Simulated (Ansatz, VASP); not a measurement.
# ZnS in VASP and in Ansatz

```
Zn S
1.0
     0.01361    2.72156    2.72156
     2.73517    0.00000    2.73517
     2.72156    2.72156    0.01361
Zn S
1 1
Direct
  0.00000 0.00000 0.00000
  0.75000 0.75000 0.75000
```

Change from the starting cell: strain +0.0100 x Voigt [0, 0, 0, 0, 1, 0], atoms carried along.

Alike in both runs: task single point; functional PBE; k mesh 8 × 8 × 8; occupations gaussian, width 0.05 eV; no spin polarisation.

```csv
,VASP,Ansatz
version,VASP 6.6.1,Ansatz 0.2.0
potentials or method,"VASP PAW PBE potentials, release 64 (Zn, S), cutoff 520 eV","scalar-relativistic, plane waves, PAW"
valence electrons in the cell,18,18
```

|  | VASP | Ansatz | Ansatz less VASP |
| --- | --- | --- | --- |
| gap on the k mesh at the Fermi level (eV) | 2.00 | 2.00 | -0.003 |
| least direct gap on the mesh (eV) | 2.00 | 2.00 | -0.003 |
| pressure (GPa) | 0.2 | 0.0 | -0.14 |
| traceless stress, the component that is largest in VASP (GPa) | -0.64 | -0.64 | +0.004 |
| rms of the force components (eV/Å) | 0.029 | 0.028 | -0.0005 |

Atom by atom the forces differ by 0.000 eV/Å (rms over components).
